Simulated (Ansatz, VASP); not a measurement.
BeTe: VASP beside Ansatz

```xyz
2
Lattice="0.0000 2.8438 2.8438 2.8438 0.0000 2.8438 2.8438 2.8438 0.0000" Properties=species:S:1:pos:R:3 pbc="T T T"
Be    0.0000    0.0000    0.0000
Te    1.4219    1.4219    1.4219
```

Alike in both runs: functional PBE; k mesh 6 × 6 × 6; occupations gaussian, width 0.2 eV; no spin polarisation.

Ansatz relaxed the structure, and its values are those at the end. VASP's run is a single point on that final structure, the one shown.

|  | VASP | Ansatz |
| --- | --- | --- |
| version | VASP 6.6.1 | Ansatz 0.2.0 |
| potentials or method | VASP PAW PBE potentials, release 64 (Be, Te), cutoff 600 eV | scalar-relativistic, plane waves, PAW |
| valence electrons in the cell | 8 | 18 |

Ansatz gave:

- gap on the k mesh at the Fermi level (eV): 2.06
- least direct gap on the mesh (eV): 3.61
- pressure (GPa): -0.7

Problem. Which values does VASP return?

Solution. gap on the k mesh at the Fermi level (eV): 2.04; least direct gap on the mesh (eV): 3.61; pressure (GPa): -0.5.

VASP's potentials hold 8 valence electrons a cell and Ansatz's 18, so a difference there can come from the potentials and not from the codes.

Spin-orbit coupling is off throughout.
